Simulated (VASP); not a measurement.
Runs of VASP 6.6.1 on ZnS. The structure is that of space group F-43m (No. 216), or close to it. The cells are those of the table. 

```csv
task,cell,cutoff (eV),gap on the mesh (eV),pressure (GPa)
single point,"a = 3.934 Å, angles 60.0°, 2 atoms",520,(b),-6.1
single point,"a = 3.811 Å, angles 60.0°, 2 atoms",520,2.71,0.0
relaxation of cell and atoms,"relaxed from a = 3.821 Å, angles 60.0°, 2 atoms",600,2.71,0.0
single point,"a = 3.733 Å, angles 60.0°, 2 atoms",520,3.01,5.6
single point,"a = 3.772 Å, angles 60.0°, 2 atoms",520,(c),2.6
single point,"a = 3.821 Å, angles 60.0°, 2 atoms",520,(d),-0.6
single point,"a = 3.885 Å, angles 60.0°, 2 atoms",520,2.44,-4.0
single point,"a = 3.693 Å, angles 60.0°, 2 atoms",520,3.17,(a)
```

Alike in all rows: level r2SCAN; potentials or basis VASP PAW PBE potentials, release 64 (Zn, S); no spin polarisation; k mesh 8 × 8 × 8; smearing gaussian 0.02 eV.

Fill in the values left out.

(a) 9.2; (b) 2.28; (c) 2.86; (d) 2.67.

Caveats: the PAW data sets were made with another functional, which shifts forces and pressure a little.

A k mesh can miss the band edges.
